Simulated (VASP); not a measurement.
# ScAl3N4 (Cmc2_1) in VASP: notebook, part 2 of 2

VASP 6.6.1. Earlier steps stand in the parts before.

### Step 4. Single point, PBE

This run uses another cell than the first one, of 11.52 Å³/atom.

The input, INCAR:

```
  PREC = Accurate
  ENCUT = 520
  EDIFF = 1E-7
  ISMEAR = 0
  SIGMA = 0.01
  LREAL = Auto
  LASPH = True
  NELM = 60
  ALGO = Normal
  ISIF = 2
  LWAVE = False
  LCHARG = False
  GGA = PE
  NBANDS = 54
```

The input, KPOINTS:

```
regular mesh
0
Gamma
  4 4 5
```

The input, POSCAR:

```
ScAl3N4
1.0
    6.4800956655      0.0157270180      0.0000000000
   -3.2264278356      5.6197909742      0.0000000000
    0.0000000000      0.0000000000      5.0527237652
Al Sc N
6 2 8
Direct
    0.1643667991      0.8291645567     -0.0005308891
    0.3356332009      0.6708354433      0.4994691109
    0.6708354433      0.3356332009     -0.0005308891
    0.8291645567      0.1643667991      0.4994691109
    0.6650917004      0.8349082996     -0.0044410630
    0.8349082996      0.6650917004      0.4955589370
    0.1612453154      0.3387546846     -0.0087729700
    0.3387546846      0.1612453154      0.4912270300
    0.1588313118      0.3411686882      0.4130536913
    0.3411686882      0.1588313118      0.9130536913
    0.1547043164      0.8094322810      0.3751413919
    0.3452956836      0.6905677190      0.8751413919
    0.6905677190      0.3452956836      0.3751413919
    0.8094322810      0.1547043164      0.8751413919
    0.6675352501      0.8324647499      0.3789393360
    0.8324647499      0.6675352501      0.8789393360
```

Potentials or basis: VASP PAW PBE potentials, release 64 (Al, Sc_sv, N).

Started as:

```bash
$ cat potpaw_PBE.64/Al/POTCAR potpaw_PBE.64/Sc_sv/POTCAR potpaw_PBE.64/N/POTCAR > POTCAR
$ mpirun -np 1 vasp_std > vasp.out
```

OUTCAR:

```text
PREC = Accurate
   ENCUT = 520
   EDIFF = 1E-7
   ISMEAR = 0
   LREAL = Auto
   LASPH = True
   NELM = 60
   ISIF = 2
   GGA = PE

 ion  position               nearest neighbor table
   1  0.164  0.829  0.999-  11 1.90  12 1.90  10 1.91  16 1.96   8 3.11   6 3.12   2 3.13   2 3.13
                             6 3.15   7 3.17   8 3.18   3 3.21   5 3.23   5 3.25   3 3.30   7 3.31
   2  0.336  0.671  0.499-  12 1.90  11 1.90   9 1.91  15 1.96   7 3.11   5 3.12   1 3.13   1 3.13
                             5 3.15   8 3.17   7 3.18   4 3.21   6 3.23   6 3.25   4 3.30   8 3.31
   3  0.671  0.336  0.999-  13 1.90  14 1.90  10 1.91  16 1.96   8 3.11   6 3.12   4 3.13   4 3.13
                             6 3.15   7 3.17   8 3.18   1 3.21   5 3.23   5 3.25   1 3.30   7 3.31
   4  0.829  0.164  0.499-  14 1.90  13 1.90   9 1.91  15 1.96   7 3.11   5 3.12   3 3.13   3 3.13
                             5 3.15   8 3.17   7 3.18   2 3.21   6 3.23   6 3.25   2 3.30   8 3.31
   5  0.665  0.835  0.996-  14 1.90  12 1.90  15 1.94  16 1.97   4 3.12   2 3.12   4 3.15   2 3.15
                             6 3.16   6 3.16   3 3.23   1 3.23   7 3.25   7 3.25   3 3.25   1 3.25
   6  0.835  0.665  0.496-  13 1.90  11 1.90  16 1.94  15 1.97   3 3.12   1 3.12   3 3.15   1 3.15
                             5 3.16   5 3.16   4 3.23   2 3.23   8 3.25   8 3.25   4 3.25   2 3.25
   7  0.161  0.339  0.991-  10 2.05  12 2.07  14 2.07   9 2.13   2 3.11   4 3.11   1 3.17   3 3.17
                             2 3.18   4 3.18   8 3.22   8 3.22   5 3.25   5 3.25   1 3.31   3 3.31
   8  0.339  0.161  0.491-   9 2.05  11 2.07  13 2.07  10 2.13   1 3.11   3 3.11   2 3.17   4 3.17
                             1 3.18   3 3.18   7 3.22   7 3.22   6 3.25   6 3.25   2 3.31   4 3.31
   9  0.159  0.341  0.413-   2 1.91   4 1.91   8 2.05   7 2.13
  10  0.341  0.159  0.913-   1 1.91   3 1.91   7 2.05   8 2.13
  11  0.155  0.809  0.375-   1 1.90   6 1.90   2 1.90   8 2.07
  12  0.345  0.691  0.875-   2 1.90   5 1.90   1 1.90   7 2.07
  13  0.691  0.345  0.375-   3 1.90   6 1.90   4 1.90   8 2.07
  14  0.809  0.155  0.875-   4 1.90   5 1.90   3 1.90   7 2.07
  15  0.668  0.832  0.379-   5 1.94   4 1.96   2 1.96   6 1.97
  16  0.832  0.668  0.879-   6 1.94   3 1.96   1 1.96   5 1.97

  LATTYP: Found a base centered orthorhombic cell.
 ALAT       =     6.5073356597
 B/A-ratio  =     1.7223835528
 C/A-ratio  =     0.7764658271

  Lattice vectors:

 A1 = (   6.4800956655,   0.0157270180,   0.0000000000)
 A2 = (  -3.2264278356,   5.6197909742,   0.0000000000)
[... 188 lines left out ...]
  volume of cell :      184.26
 maximum number of plane-waves:      4983
   NGX = 25   NGY = 25   NGZ = 19

 number of electron      80.0000006 magnetization

 Free energy of the ion-electron system (eV)
  ---------------------------------------------------
  ext. energy  EPLUGINS =         0.00000000
  ---------------------------------------------------
  free energy    TOTEN  =      -124.25476700 eV

  energy without entropy =     -124.25476700  energy(sigma->0) =     -124.25476700

 E-fermi :   5.1112     XC(G=0): -10.7502

 val. band max:        4.9209614010   @ k =   0.0000   0.0000   0.0000
 cond. band min:       8.6232064544   @ k =   0.5000   0.2500   0.0000
 fundamental gap:      3.7022450534
 Fermi energy:         5.1112071257

 k-point     1 :       0.0000    0.0000    0.0000
  band No.  band energies     occupation
      1     -41.9676      2.00000
      2     -41.9385      2.00000
      3     -20.8135      2.00000
      4     -20.7781      2.00000
      5     -20.7436      2.00000
      6     -20.7141      2.00000
[... 1144 lines left out ...]
     51      11.9834      0.00000
     52      11.9931      0.00000
 [bands above 52 left out]

------------------------ aborting loop because EDIFF is reached ----------------------------------------

  FORCE on cell =-STRESS in cart. coord.  units (eV):
  Direction    XX          YY          ZZ          XY          YZ          ZX
  --------------------------------------------------------------------------------------
  -------------------------------------------------------------------------------------
  Total        0.0745011      0.0833839      0.0896419      0.0076928      0.0000000      0.0000000
  in kB        0.6478008      0.7250386      0.7794523      0.0668899      0.0000000      0.0000000
  external PRESSURE =       0.7174306 kB  Pullay stress =       0.0000000 kB

 VOLUME and BASIS-vectors are now :
 -----------------------------------------------------------------------------
  energy-cutoff  :      520.00
  volume of cell :      184.26
      direct lattice vectors                 reciprocal lattice vectors
     6.480095666  0.015727018  0.000000000     0.154103985  0.088474000  0.000000000
    -3.226427836  5.619790974  0.000000000    -0.000431261  0.177694966  0.000000000
     0.000000000  0.000000000  5.052723765     0.000000000  0.000000000  0.197913056

 POSITION                                       TOTAL-FORCE (eV/Angst)
 -----------------------------------------------------------------------------------
     -1.61013      4.66232      5.05004         0.002795      0.003944     -0.000418
      0.01053      3.77523      2.52368        -0.002795     -0.003944     -0.000418
      3.26418      1.89674      5.05004        -0.002018     -0.004392     -0.000418
      4.84275      0.93675      2.52368         0.002018      0.004392     -0.000418
      1.61609      4.70247      5.03028         0.000629     -0.000363     -0.002180
      3.26442      3.75081      2.50392        -0.000629      0.000363     -0.002180
[... 8 lines left out ...]
      1.63980      4.68878      1.91468         0.000082     -0.000047      0.000932
      3.24070      3.76450      4.44104        -0.000082      0.000047      0.000932
 -----------------------------------------------------------------------------------
    total drift:                                0.000001      0.000002     -0.014732

  FREE ENERGIE OF THE ION-ELECTRON SYSTEM (eV)
  ---------------------------------------------------
  free  energy   TOTEN  =      -124.2547670031 eV

  energy  without entropy=     -124.2547670031  energy(sigma->0) =     -124.25476700
```

Run time: 13 min. Hardware: 1 thread of Intel Xeon 8259CL, shared host; peak memory 0.37 GiB.

Results:

* Free energy: -124.2548 eV
* Pressure: 0.1 GPa
* Largest force: 0.071 eV/Å
* Band gap on the k mesh: 3.70 eV (least direct gap 3.72 eV)

Forces in eV/Å, atoms in the order of the input:
```
Al   0.003  0.004  0.000
Al  -0.003 -0.004  0.000
Al  -0.002 -0.004  0.000
Al   0.002  0.004  0.000
Al   0.001  0.000 -0.002
Al  -0.001  0.000 -0.002
Sc  -0.002  0.001  0.005
Sc   0.002 -0.001  0.005
N   -0.055  0.032  0.032
N    0.055 -0.032  0.032
N   -0.003 -0.062 -0.018
N    0.003  0.062 -0.018
N    0.053  0.034 -0.018
N   -0.053 -0.034 -0.018
N    0.000  0.000  0.001
N    0.000  0.000  0.001
```

A k mesh can miss the band edges.

### Step 5. Single point, PBE

This run uses another cell than the first one, of 11.57 Å³/atom.

The input, INCAR:

```
PREC     = Accurate       # precision mode
ENCUT    = 520            # plane-wave cutoff, eV
EDIFF    = 1E-6           # SCF threshold, eV
ISMEAR   = 0              # smearing method
SIGMA    = 0.01           # smearing width, eV
LREAL    = Auto         
LASPH    = True           # aspherical terms in the spheres
NELM     = 80             # most SCF steps
ALGO     = Normal         # electronic algorithm
ISIF     = 2              # what is computed and relaxed
LWAVE    = False          # write WAVECAR
LCHARG   = False          # write CHGCAR
GGA      = PE             # functional
NBANDS   = 54             # bands
```

KPOINTS is that of step 4.

The input, POSCAR:

```
ScAl3N4
1.0
    6.4800956655      0.0157270180      0.0000000000
   -3.2264278356      5.6197909742      0.0000000000
    0.0000000000      0.0000000000      5.0779873840
Al Sc N
6 2 8
Direct
    0.1644655885      0.8292681897     -0.0000288443
    0.3355344115      0.6707318103      0.4999711557
    0.6707318103      0.3355344115     -0.0000288443
    0.8292681897      0.1644655885      0.4999711557
    0.6650501473      0.8349498527     -0.0042354538
    0.8349498527      0.6650501473      0.4957645462
    0.1612667940      0.3387332060     -0.0074999575
    0.3387332060      0.1612667940      0.4925000425
    0.1589044097      0.3410955903      0.4124612027
    0.3410955903      0.1589044097      0.9124612027
    0.1548464809      0.8095916177      0.3744917806
    0.3451535191      0.6904083823      0.8744917806
    0.6904083823      0.3451535191      0.3744917806
    0.8095916177      0.1548464809      0.8744917806
    0.6675067508      0.8324932492      0.3783483360
    0.8324932492      0.6675067508      0.8783483360
```

Started as:

```bash
$ cat potpaw_PBE.64/Al/POTCAR potpaw_PBE.64/Sc_sv/POTCAR potpaw_PBE.64/N/POTCAR > POTCAR
$ mpirun -np 1 vasp_std > vasp.out
```

It took 13 min on 1 thread of Intel Xeon 8259CL, shared host; peak memory 0.37 GiB.

It converged, with:

```yaml
Free_energy: -124.2521 eV
Pressure: -0.7 GPa
Largest_force: 0.072 eV/Å
Band_gap_on_the_k_mesh: 3.72 eV
```

Forces on the atoms (eV/Å):
```
Al   0.002  0.004  0.000
Al  -0.002 -0.004  0.000
Al  -0.002 -0.004  0.000
Al   0.002  0.004  0.000
Al  -0.001  0.001 -0.001
Al   0.001 -0.001 -0.001
Sc  -0.004  0.002  0.005
Sc   0.004 -0.002  0.005
N   -0.056  0.032  0.033
N    0.056 -0.032  0.033
N   -0.002 -0.061 -0.019
N    0.002  0.061 -0.019
N    0.051  0.032 -0.019
N   -0.051 -0.032 -0.019
N    0.000  0.000  0.000
N    0.000  0.000  0.000
```

Stress tensor (GPa, compression positive):
```
-0.51 -0.01  0.00
-0.01 -0.52  0.00
 0.00  0.00 -1.13
```

Levels at points of the mesh, in eV from the valence-band top:
| k point | band 38 | band 39 | band 40 | band 41 | band 42 | band 43 |
| --- | --- | --- | --- | --- | --- | --- |
| (0.00, 0.00, 0.00) | -0.33 | -0.19 | 0.00 | 3.72 | 3.98 | 4.07 |
| (0.50, 0.00, 0.00) | -0.19 | -0.13 | -0.04 | 3.95 | 4.33 | 4.58 |
| (0.50, 0.50, 0.00) | -0.17 | -0.16 | -0.08 | 3.77 | 4.40 | 4.50 |

A k mesh can miss the band edges.

### Step 6. Single point, PBE

This run uses another cell than the first one, of 11.63 Å³/atom.

The input, INCAR:

```
SYSTEM = ScAl3N4
PREC = Accurate
ENCUT = 520
EDIFF = 1E-7
ISMEAR = 0
SIGMA = 0.01
LREAL = Auto
LASPH = .TRUE.
NELM = 60
ALGO = Normal
ISIF = 2
LWAVE = .FALSE.
LCHARG = .FALSE.
GGA = PE
NBANDS = 54
```

The input, KPOINTS:

```
regular mesh
0
G
  4 4 5
  0 0 0
```

The input, POSCAR:

```
ScAl3N4
1.0
    6.5124961438      0.0158056531      0.0000000000
   -3.2425599748      5.6478899291      0.0000000000
    0.0000000000      0.0000000000      5.0527237652
Al Sc N
6 2 8
Direct
    0.1645779300      0.8291492643     -0.0007856554
    0.3354220700      0.6708507357      0.4992143446
    0.6708507357      0.3354220700     -0.0007856554
    0.8291492643      0.1645779300      0.4992143446
    0.6650172571      0.8349827429     -0.0046692761
    0.8349827429      0.6650172571      0.4953307239
    0.1613812209      0.3386187791     -0.0099146131
    0.3386187791      0.1613812209      0.4900853869
    0.1587522117      0.3412477883      0.4132504591
    0.3412477883      0.1587522117      0.9132504591
    0.1547389330      0.8095861210      0.3757667942
    0.3452610670      0.6904138790      0.8757667942
    0.6904138790      0.3452610670      0.3757667942
    0.8095861210      0.1547389330      0.8757667942
    0.6674781882      0.8325218118      0.3793711522
    0.8325218118      0.6674781882      0.8793711522
```

Potentials or basis: VASP PAW PBE potentials, release 64 (Al, Sc_sv, N).

Started as:

```bash
$ cat potpaw_PBE.64/Al/POTCAR potpaw_PBE.64/Sc_sv/POTCAR potpaw_PBE.64/N/POTCAR > POTCAR
$ mpirun -np 1 vasp_std > vasp.out
```

Run time: 14 min. Hardware: 1 thread of Intel Xeon 8259CL, shared host; peak memory 0.37 GiB.

The run converged. Its results:

| Property | Result |
| --- | --- |
| Free energy | -124.2440 eV |
| Pressure | -1.7 GPa |
| Largest force | 0.070 eV/Å |
| Band gap on the k mesh | 3.62 eV |

Forces on the atoms (eV/Å):
```
Al   0.003  0.002  0.000
Al  -0.003 -0.002  0.000
Al   0.000 -0.003  0.000
Al   0.000  0.003  0.000
Al   0.000  0.000 -0.002
Al   0.000  0.000 -0.002
Sc  -0.003  0.002  0.005
Sc   0.003 -0.002  0.005
N   -0.055  0.032  0.031
N    0.055 -0.032  0.031
N   -0.003 -0.060 -0.018
N    0.003  0.060 -0.018
N    0.051  0.032 -0.018
N   -0.051 -0.032 -0.018
N    0.001 -0.001  0.000
N   -0.001  0.001  0.000
```

Stress tensor (GPa, compression positive):
```
-2.06 -0.02  0.00
-0.02 -2.09  0.00
 0.00  0.00 -1.06
```

Levels at points of the mesh, in eV from the valence-band top:
```tsv
k point	band 38	band 39	band 40	band 41	band 42	band 43
(0.00, 0.00, 0.00)	-0.39	-0.25	0.00	3.62	3.89	3.98
(0.50, 0.00, 0.00)	-0.25	-0.17	-0.09	3.84	4.21	4.49
(0.50, 0.50, 0.00)	-0.22	-0.20	-0.16	3.65	4.30	4.42
```

### Step 7. Summary

| cell | gap on the mesh (eV) | pressure (GPa) | largest force (eV/Å) |
| --- | --- | --- | --- |
| a = 6.448, b = 6.448, c = 5.053 Å, angles 90.0, 90.0, 119.7°, 16 atoms, atomic positions A | 3.77 | 2.0 | 0.07 |
| a = 6.480, b = 6.480, c = 5.027 Å, angles 90.0, 90.0, 119.7°, 16 atoms, atomic positions B | 3.66 | 0.9 | 0.07 |
| a = 6.480, b = 6.480, c = 5.053 Å, angles 90.0, 90.0, 119.7°, 16 atoms, atomic positions C | 3.70 | 0.1 | 0.07 |
| a = 6.480, b = 6.480, c = 5.078 Å, angles 90.0, 90.0, 119.7°, 16 atoms, atomic positions D | 3.72 | -0.7 | 0.07 |
| a = 6.513, b = 6.513, c = 5.053 Å, angles 90.0, 90.0, 119.7°, 16 atoms, atomic positions E | 3.62 | -1.7 | 0.07 |

Alike in all rows: task single point; level PBE; potentials or basis VASP PAW PBE potentials, release 64 (Al, Sc_sv, N); no spin polarisation; k mesh 4 × 4 × 5; cutoff (eV) 520; smearing gaussian 0.01 eV.

Total energies depend on the potentials used, so only differences within one code and one set of settings carry meaning.
